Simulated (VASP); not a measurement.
**Ag: relaxation of cell and atoms with PBEsol**

Ag:

```
Ag
1.0
     0.00000    2.00120    2.00120
     2.00120    0.00000    2.00120
     2.00120    2.00120    0.00000
Ag
1
Direct
  0.00000 0.00000 0.00000
```

```yaml
Program: VASP 6.6.1
Task: relaxation of cell and atoms
Functional: PBEsol
Potentials_or_basis: VASP PAW PBE potentials, release 64 (Ag)
Cutoff: 600 eV
k_mesh: 18 × 18 × 18
Occupations: gaussian, width 0.1 eV
Spin: no spin polarisation
Target_pressure: 5 GPa
Dipole_correction: no
Further_INCAR_settings: ALGO = Fast; EDIFF = 1e-06; IBRION = 2; EDIFFG = -0.008; NSW = 70; ISIF = 3
```

```json
{"Relaxed volume": "16.01 Å³/atom", "Relaxed cell": "a = 2.829 Å, b = 2.829 Å, c = 2.829 Å, α = 60.00°, β = 60.00°, γ = 60.00°", "Space group after relaxing (to 0.05 Å)": "Fm-3m (No. 225)", "Energy change on relaxing (the enthalpy is what falls)": "+0.4 meV/atom", "Ionic steps": "3", "Pressure after relaxing": "5.0 GPa"}
```

Step by step:
```
step  energy change (eV)  largest force (eV/Å)  pressure (GPa)  volume (Å³)
   1              0.0000                0.0000            4.81        16.03
   2              0.0014                0.0000            5.28        15.99
   3              0.0004                0.0000            5.01        16.01
```

Final structure:
```
CELL_PARAMETERS angstrom
0.00000 2.00062 2.00062
2.00062 0.00000 2.00062
2.00062 2.00062 0.00000
ATOMIC_POSITIONS crystal
Ag 0.00000 0.00000 0.00000
```

Levels at points of the mesh, in eV from the Fermi level:
| k point | band 2 | band 3 | band 4 | band 5 | band 6 | band 7 | band 8 | band 9 |
| --- | --- | --- | --- | --- | --- | --- | --- | --- |
| (0.00, 0.00, 0.00) | -4.97 | -4.97 | -4.97 | -3.81 | -3.81 | 16.14 | 20.09 | 20.09 |
| (0.50, 0.00, 0.00) | -5.00 | -5.00 | -2.91 | -2.91 | -0.60 | 3.98 | 15.38 | 18.49 |
| (0.50, 0.50, 0.00) | -6.66 | -2.95 | -2.68 | -2.68 | 1.51 | 7.26 | 10.95 | 10.95 |

Wall time 19 s on 1 thread of Intel(R) Xeon(R) 6975P-C (Granite Rapids), with other jobs on the host, peak memory 0.17 GiB.

Caveat: the cell is relaxed towards a set pressure, so the enthalpy falls and the energy may rise; the PAW data sets were made with another functional, which shifts forces and pressure a little.
